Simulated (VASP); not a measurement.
The system is AlP5.

```
Al P
1.0
     7.98163    0.00000    0.00000
    -3.99081    6.91229    0.00000
     0.00000    0.00000    2.35706
Al P
1 5
Direct
  0.00000 0.00000 0.50000
  0.50000 0.00000 0.50000
  0.00000 0.50000 0.50000
  0.50000 0.50000 0.50000
  0.33333 0.66667 0.50000
  0.66667 0.33333 0.50000
```

| Quantity | Value |
| --- | --- |
| Program | VASP 6.6.1 |
| Task | relaxation of cell and atoms |
| Functional | PBE |
| Potentials or basis | VASP PAW PBE potentials, release 64 (Al, P) |
| Cutoff | 600 eV |
| k mesh | 6 × 6 × 16 |
| Occupations | gaussian, width 0.1 eV |
| Spin | no spin polarisation |

At the start: pressure 0.1 GPa; volume 21.67 Å³/atom.

Task: How do energy, volume and symmetry change on relaxing?

Result: Over 4 steps the energy falls by 2.8 meV/atom and the volume is 21.54 Å³/atom (-0.6 %); space group P6/mmm (No. 191, to 0.05 Å).

Step by step:
| step | energy change (eV) | largest force (eV/Å) | pressure (GPa) | volume (Å³) |
| --- | --- | --- | --- | --- |
| 1 | 0.0000 | 0.0000 | 0.10 | 130.04 |
| 2 | -0.0157 | 0.0000 | -0.44 | 130.29 |
| 3 | -0.0157 | 0.0000 | -0.43 | 130.28 |
| 4 | -0.0171 | 0.0000 | 0.02 | 129.23 |

Final structure:
```
Al P
1.0
     7.90926    0.00000    0.00000
    -3.95463    6.84962    0.00000
     0.00000    0.00000    2.38539
Al P
1 5
Direct
  0.00000 0.00000 0.50000
  0.50000 0.00000 0.50000
  0.00000 0.50000 0.50000
  0.50000 0.50000 0.50000
  0.33333 0.66667 0.50000
  0.66667 0.33333 0.50000
```
